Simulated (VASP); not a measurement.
# Cr (Pm-3m) in VASP: notebook

The runs below take Cr through single point, with PBEsol.

Program: VASP 6.6.1. These are calculated values, not measurements. Logs are shortened: lines on timing, memory, paths and dates and some standing lists are left out, and cuts for length are marked.

## (1) The cell of the first run

The structure is cubic, space group Pm-3m (No. 221). The conventional cell has a = 2.031 Å, b = 2.031 Å, c = 2.031 Å, α = 90.00°, β = 90.00°, γ = 90.00°. Cr (site symmetry m-3m) has 6 Cr at 2.03 Å within 2.7 Å.

## (2) Single point, PBEsol, collinear spin, ferromagnetic start (volume scaled by 0.68)

INCAR

```
PREC = Accurate
ENCUT = 520
EDIFF = 1E-6
ISMEAR = -1
SIGMA = 0.1
LREAL = F
LASPH = T
NELM = 150
ALGO = Normal
ISIF = 2
LWAVE = F
LCHARG = F
ISPIN = 2
MAGMOM = 2
LORBIT = 11
LMAXMIX = 4
GGA = PS
NBANDS = 16
```

KPOINTS

```
regular mesh
0
Gamma
  16 16 16
```

POSCAR

```
Cr
1.0
    2.0308713604      0.0000000000      0.0000000000
    0.0000000000      2.0308713604      0.0000000000
    0.0000000000      0.0000000000      2.0308713604
Cr
1
Direct
    0.0000000000      0.0000000000      0.0000000000
```

Potentials or basis: VASP PAW PBE potentials, release 64 (Cr_pv).

Command:

```bash
$ cat potpaw_PBE.64/Cr_pv/POTCAR > POTCAR
$ mpirun -np 1 vasp_std > vasp.out
```

OUTCAR:

```text
PREC = Accurate
   ENCUT = 520
   EDIFF = 1E-6
   ISMEAR = -1
   LREAL = F
   LASPH = T
   NELM = 150
   ISIF = 2
   ISPIN = 2
   LORBIT = 11
   GGA = PS

 ion  position               nearest neighbor table
   1  0.000  0.000  0.000-

  LATTYP: Found a simple cubic cell.
 ALAT       =     2.0308713604

  Lattice vectors:

 A1 = (   2.0308713604,   0.0000000000,   0.0000000000)
 A2 = (   0.0000000000,   2.0308713604,   0.0000000000)
 A3 = (   0.0000000000,   0.0000000000,   2.0308713604)

Analysis of symmetry for initial positions (statically):
=====================================================================
 Subroutine PRICEL returns:
 Original cell was already a primitive cell.

 Routine SETGRP: Setting up the symmetry group for a
 simple cubic supercell.

 Subroutine GETGRP returns: Found 48 space group operations
 (whereof 48 operations were pure point group operations)
 out of a pool of 48 trial point group operations.

The static configuration has the point symmetry O_h .

Analysis of symmetry for dynamics (positions and initial velocities):
=====================================================================
 Subroutine PRICEL returns:
 Original cell was already a primitive cell.

 Routine SETGRP: Setting up the symmetry group for a
 simple cubic supercell.

 Subroutine GETGRP returns: Found 48 space group operations
 (whereof 48 operations were pure point group operations)
 out of a pool of 48 trial point group operations.

The dynamic configuration has the point symmetry O_h .

Analysis of structural, dynamic, and magnetic symmetry:
=====================================================================
 Subroutine PRICEL returns:
 Original cell was already a primitive cell.

 Routine SETGRP: Setting up the symmetry group for a
 simple cubic supercell.

 Subroutine GETGRP returns: Found 48 space group operations
 (whereof 48 operations were pure point group operations)
 out of a pool of 48 trial point group operations.

The overall configuration has the point symmetry O_h .

 Subroutine INISYM returns: Found 48 space group operations
 (whereof 48 operations are pure point group operations),
 and found     1 'primitive' translations

----------------------------------------------------------------------------------------

                                     Primitive cell

  volume of cell :       8.3762

  direct lattice vectors                    reciprocal lattice vectors
     2.030871360  0.000000000  0.000000000     0.492399479  0.000000000  0.000000000
     0.000000000  2.030871360  0.000000000     0.000000000  0.492399479  0.000000000
     0.000000000  0.000000000  2.030871360     0.000000000  0.000000000  0.492399479

  length of vectors
     2.030871360  2.030871360  2.030871360     0.492399479  0.492399479  0.492399479

  position of ions in fractional coordinates (direct lattice)
     0.000000000  0.000000000  0.000000000

  ion indices of the primitive-cell ions
   primitive index   ion index
                 1           1

----------------------------------------------------------------------------------------

 KPOINTS: regular mesh

Automatic generation of k-mesh.
 Grid dimensions read from file:
 generate k-points for:   16   16   16

 Generating k-lattice:

  Cartesian coordinates                     Fractional coordinates (reciprocal lattice)
     0.030774967  0.000000000  0.000000000     0.062500000  0.000000000  0.000000000
     0.000000000  0.030774967  0.000000000     0.000000000  0.062500000  0.000000000
     0.000000000  0.000000000  0.030774967     0.000000000  0.000000000  0.062500000

  Length of vectors
     0.030774967  0.030774967  0.030774967

  Shift w.r.t. Gamma in fractional coordinates (k-lattice)
     0.000000000  0.000000000  0.000000000

 Subroutine IBZKPT returns following result:
 ===========================================

 Found    165 irreducible k-points:

 Following reciprocal coordinates:
            Coordinates               Weight
  0.000000  0.000000  0.000000      1.000000
  0.062500  0.000000  0.000000      6.000000
  0.125000  0.000000  0.000000      6.000000
  0.187500  0.000000  0.000000      6.000000
  0.250000  0.000000  0.000000      6.000000
  0.312500  0.000000  0.000000      6.000000
[... 16 lines left out ...]
  0.437500  0.125000  0.000000     24.000000
  0.500000  0.125000  0.000000     12.000000
 [... further k-points ...]
   k-points           NKPTS =    165   k-points in BZ     NKDIM =    165   number of bands    NBANDS=     16
   number of dos      NEDOS =    301   number of ions     NIONS =      1
   total plane-waves  NPLWV =   4096
   dimension x,y,z NGX =    16 NGY =   16 NGZ =   16
   dimension x,y,z NGXF=    32 NGYF=   32 NGZF=   32
   ions per type =               1
   NGX,Y,Z   is equivalent  to a cutoff of  13.10, 13.10, 13.10 a.u.
   NGXF,Y,Z  is equivalent  to a cutoff of  26.20, 26.20, 26.20 a.u.
 SYSTEM =  unknown system
   PREC   = accura    normal or accurate (medium, high low for compatibility)
   ISTART =      0    job   : 0-new  1-cont  2-samecut
   ICHARG =      2    charge: 1-file 2-atom 10-const
   ISPIN  =      2    spin polarized calculation?
   LNONCOLLINEAR =      F non collinear calculations
   LSORBIT =      F    spin-orbit coupling
   LASPH  =      T    aspherical Exc in radial PAW
   ENCUT  =  520.0 eV  38.22 Ry    6.18 a.u.   3.78  3.78  3.78*2*pi/ulx,y,z
   NELM   =    150;   NELMIN=  2; NELMDL= -5     # of ELM steps
   EDIFF  = 0.1E-05   stopping-criterion for ELM
   LREAL  =      F    real-space projection
   EDIFFG = 0.1E-04   stopping-criterion for IOM
   NSW    =      0    number of steps for IOM
   IBRION =     -1    ionic relax: 0-MD 1-quasi-New 2-CG
   NFREE  =      0    steps in history (QN), initial steepest desc. (CG)
   ISIF   =      2    stress and relaxation
   ISYM   =      2    0-nonsym 1-usesym 2-fastsym
   POTIM  = 0.5000    time-step for ionic-motion
   TEBEG  =    0.0;   TEEND  =   0.0 temperature during run
   PSTRESS=    0.0 pullay stress
   NELECT =      12.0000    total number of electrons
   NUPDOWN=      -1.0000    fix difference up-down
   EMIN   =  10.00;   EMAX   =-10.00  energy-range for DOS
   EFERMI =   0.00;   METHOD = LEGACY
   ISMEAR =    -1;   SIGMA  =   0.10  broadening in eV -4-tet -1-fermi 0-gaus
   EFERMI_NEDOS =   21; number of points for ismear=-14 and -15
   IALGO  =     38    algorithm
   IMIX   =      4    mixing-type and parameters
     AMIX     =   0.40;   BMIX     =  1.00
     AMIX_MAG =   1.60;   BMIX_MAG =  1.00
  volume/ion in A,a.u.               =       8.38        56.53
  Fermi-wavevector in a.u.,A,eV,Ry     =   1.845523  3.487533 46.340841  3.405956
  Thomas-Fermi vector in A             =   2.896768
   LORBIT       =     11    0 simple, 1 ext, 2 COOP (PROOUT), +10 PAW based schemes
   GGA     = PS    functional components
   LHFCALC =     F    Hartree Fock is set to
   AEXX    =    0.0000 exact exchange contribution
   IVDW    =     0    specifies the selected vdW correction
   LEPSILON=     F    determine dielectric tensor
   LRPA    =     F    only Hartree local field effects (RPA)
 spin polarized calculation
  energy-cutoff  :      520.00
  volume of cell :        8.38
 maximum number of plane-waves:       251
 NGX is ok and might be reduce to    16
   NGX =  7   NGY =  7   NGZ =  7

 number of electron      11.9999988 magnetization      -0.0000501

 number of electron      11.9999988 magnetization       0.0000501

 Free energy of the ion-electron system (eV)
  ---------------------------------------------------
  ext. energy  EPLUGINS =         0.00000000
  ---------------------------------------------------
  free energy    TOTEN  =        -7.62072933 eV

  energy without entropy =       -7.58648707  energy(sigma->0) =       -7.60360820

 E-fermi :  16.1857     XC(G=0): -15.6790

 val. band max:       16.1697301898   @ k =   0.5000   0.3125   0.1875
 cond. band min:      16.1938383437   @ k =   0.5000   0.3750   0.1875
 fundamental gap:      0.0241081538
 Fermi energy:        16.1856681455

 spin component 1

 k-point     1 :       0.0000    0.0000    0.0000
  band No.  band energies     occupation
      1     -25.4872      1.00000
      2     -25.4872      1.00000
      3     -25.4872      1.00000
      4       7.5855      1.00000
      5      10.6810      1.00000
      6      10.6810      1.00000
[... 8 lines left out ...]
     15      49.0161      0.00000
     16      54.8963      0.00000

 k-point     2 :       0.0625    0.0000    0.0000
  band No.  band energies     occupation
      1     -25.6292      1.00000
      2     -25.4752      1.00000
      3     -25.4752      1.00000
      4       7.7681      1.00000
      5      10.7274      1.00000
      6      10.8736      1.00000
[... 8 lines left out ...]
     15      49.8191      0.00000
     16      55.6381      0.00000
[... 387 lines left out ...]
      5      12.8774      1.00000
      6      13.9843      1.00000
[... 8 lines left out ...]
     15      52.2603      0.00000
     16      56.4543      0.00000

 k-point    24 :       0.5000    0.1250    0.0000
  band No.  band energies     occupation
      1     -28.7499      1.00000
      2     -25.6522      1.00000
      3     -25.1226      1.00000
      4      12.3946      1.00000
      5      13.3212      1.00000
      6      13.5749      1.00000
[... 8 lines left out ...]
     15      54.3147      0.00000
     16      54.3365      0.00000

 [... further k-points ...]

 spin component 2

 k-point     1 :       0.0000    0.0000    0.0000
  band No.  band energies     occupation
      1     -25.4872      1.00000
      2     -25.4872      1.00000
      3     -25.4872      1.00000
      4       7.5855      1.00000
      5      10.6810      1.00000
      6      10.6810      1.00000
[... 8 lines left out ...]
     15      49.0161      0.00000
     16      54.8964      0.00000

 k-point     2 :       0.0625    0.0000    0.0000
  band No.  band energies     occupation
      1     -25.6292      1.00000
      2     -25.4752      1.00000
      3     -25.4752      1.00000
      4       7.7681      1.00000
      5      10.7274      1.00000
      6      10.8736      1.00000
[... 8 lines left out ...]
     15      49.8191      0.00000
     16      55.6382      0.00000
[... 387 lines left out ...]
      5      12.8775      1.00000
      6      13.9843      1.00000
[... 8 lines left out ...]
     15      52.2604      0.00000
     16      56.4544      0.00000

 k-point    24 :       0.5000    0.1250    0.0000
  band No.  band energies     occupation
      1     -28.7498      1.00000
      2     -25.6522      1.00000
      3     -25.1226      1.00000
      4      12.3947      1.00000
      5      13.3212      1.00000
      6      13.5749      1.00000
[... 8 lines left out ...]
     15      54.3148      0.00000
     16      54.3365      0.00000

 [... further k-points ...]
[... 5 lines left out ...]
  --------------------------------------------------------------------------------------
  -------------------------------------------------------------------------------------
  Total        9.3914859      9.3914859      9.3914859     -0.0000000      0.0000000     -0.0000000
  in kB     1796.3776750   1796.3776750   1796.3776750     -0.0000000      0.0000000     -0.0000000
  external PRESSURE =    1796.3776750 kB  Pullay stress =       0.0000000 kB

 VOLUME and BASIS-vectors are now :
 -----------------------------------------------------------------------------
  energy-cutoff  :      520.00
  volume of cell :        8.38
      direct lattice vectors                 reciprocal lattice vectors
     2.030871360  0.000000000  0.000000000     0.492399479  0.000000000  0.000000000
     0.000000000  2.030871360  0.000000000     0.000000000  0.492399479  0.000000000
     0.000000000  0.000000000  2.030871360     0.000000000  0.000000000  0.492399479

 POSITION                                       TOTAL-FORCE (eV/Angst)
 -----------------------------------------------------------------------------------
      0.00000      0.00000      0.00000         0.000000      0.000000      0.000000
 -----------------------------------------------------------------------------------
    total drift:                               -0.000000      0.000000      0.000000

  FREE ENERGIE OF THE ION-ELECTRON SYSTEM (eV)
  ---------------------------------------------------
  free  energy   TOTEN  =        -7.6207293319 eV

  energy  without entropy=       -7.5864870687  energy(sigma->0) =       -7.60360820

 total charge

# of ion       s       p       d       tot
------------------------------------------
    1        0.546   6.541   5.126  12.213

 magnetization (x)

# of ion       s       p       d       tot
------------------------------------------
    1       -0.000   0.000   0.000   0.000
```

It took 9.8 s on 1 thread of Intel Xeon 6975P-C (Granite Rapids), shared host; peak memory 0.14 GiB.

What came out:

| Item | Value |
| --- | --- |
| Free energy | -7.6207 eV |
| Pressure | 179.6 GPa |
| Band gap on the k mesh | zero (filled and empty bands overlap) |
| Net moment | 0.00 μB per cell |

Caveat: the starting moments collapsed, and a magnetic state may lie lower; the PAW data sets were made with another functional, which shifts forces and pressure a little.

## (3) Single point, PBEsol, collinear spin, ferromagnetic start (volume scaled by 0.68)

INCAR

```
SYSTEM = Cr
PREC     = Accurate       ! precision mode
ENCUT    = 520            ! plane-wave cutoff, eV
EDIFF    = 1E-7           ! SCF threshold, eV
ISMEAR   = -1             ! smearing method
SIGMA    = 0.1            ! smearing width, eV
LREAL    = .False.        ! projectors in reciprocal space
LASPH    = .True.         ! aspherical terms in the spheres
NELM     = 150            ! most SCF steps
ALGO     = Normal         ! electronic algorithm
ISIF     = 2              ! what is computed and relaxed
LWAVE    = .False.        ! write WAVECAR
LCHARG   = .True.         ! write CHGCAR
ISPIN    = 2              ! spin polarisation
MAGMOM   = 2              ! initial moments
LORBIT   = 11             ! projections on sites
LMAXMIX  = 4              ! l up to which the mixer works
GGA      = PS             ! functional
LELF     = .True.         ! ELF
LVHAR    = .True.       
NBANDS   = 16             ! bands
```

KPOINTS

```
regular mesh
0
Gamma
  16 16 16
  0 0 0
```

POSCAR is that of step 2.

Potentials or basis: VASP PAW PBE potentials, release 64 (Cr_pv).

Command:

```bash
$ cat potpaw_PBE.64/Cr_pv/POTCAR > POTCAR
$ mpirun -np 1 vasp_std > vasp.out
```

Wall time 10 s (1 thread of Intel Xeon 6975P-C (Granite Rapids), shared host); peak memory 0.14 GiB.

The run converged. Its results:

- Free energy: -7.6207 eV
- Pressure: 179.6 GPa
- Band gap on the k mesh: zero (filled and empty bands overlap)
- Net moment: 0.00 μB per cell

Levels at points of the mesh, in eV from the Fermi level:
Spin up:
| k point | band 4 | band 5 | band 6 | band 7 | band 8 | band 9 |
| --- | --- | --- | --- | --- | --- | --- |
| (0.00, 0.00, 0.00) | -8.60 | -5.50 | -5.50 | 4.24 | 4.24 | 4.24 |
| (0.50, 0.00, 0.00) | -4.16 | -3.63 | -0.16 | 0.57 | 0.57 | 4.58 |
| (0.50, 0.50, 0.00) | -8.24 | -2.35 | 1.40 | 1.40 | 6.57 | 7.90 |
| (0.50, 0.50, 0.50) | -5.49 | -5.49 | -5.49 | 6.78 | 6.78 | 7.90 |
Spin down:
| k point | band 4 | band 5 | band 6 | band 7 | band 8 | band 9 |
| --- | --- | --- | --- | --- | --- | --- |
| (0.00, 0.00, 0.00) | -8.60 | -5.50 | -5.50 | 4.24 | 4.24 | 4.24 |
| (0.50, 0.00, 0.00) | -4.16 | -3.63 | -0.16 | 0.57 | 0.57 | 4.58 |
| (0.50, 0.50, 0.00) | -8.24 | -2.35 | 1.40 | 1.40 | 6.57 | 7.90 |
| (0.50, 0.50, 0.50) | -5.49 | -5.49 | -5.49 | 6.78 | 6.78 | 7.90 |

Caveat: the starting moments collapsed, and a magnetic state may lie lower; the PAW data sets were made with another functional, which shifts forces and pressure a little.
